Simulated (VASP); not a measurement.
Input of a VASP 6.6.1 run:

INCAR

```
PREC = Accurate
ENCUT = 520
EDIFF = 1E-6
ISMEAR = 0
SIGMA = 0.1
LREAL = F
LASPH = T
NELM = 60
ALGO = Normal
ISIF = 2
LWAVE = F
LCHARG = T
GGA = PS
LELF = T
LVHAR = T
NBANDS = 18
```

Contents of KPOINTS:

```
Automatic mesh
0
Gamma
  8 8 8
```

Contents of POSCAR:

```
Au
1.0
   -2.6249114146      2.6249114146      1.3520389820
    2.6249114146     -2.6249114146      1.3520389820
    2.6249114146      2.6249114146     -1.3520389820
Au
2
Direct
    0.7500000000      0.2500000000      0.5000000000
    0.0000000000      0.0000000000      0.0000000000
```

Potentials or basis: VASP PAW PBE potentials, release 64 (Au).

Run with:

```console
$ cat potpaw_PBE.64/Au/POTCAR > POTCAR
$ mpirun -np 1 vasp_std > vasp.out
```

Task: What does it give for the band gap on the k mesh?

Result: Zero (bands 11 and 12 overlap by 4.58 eV).

Task: Estimate the pressure.

Result: -0.4 GPa.

Stress tensor (GPa, compression positive):
```
-0.48  0.00  0.00
 0.00 -0.48  0.00
 0.00  0.00 -0.16
```

Caveat: the PAW data sets were made with another functional, which shifts forces and pressure a little; spin-orbit coupling is left out, which moves the levels of the heavy elements.
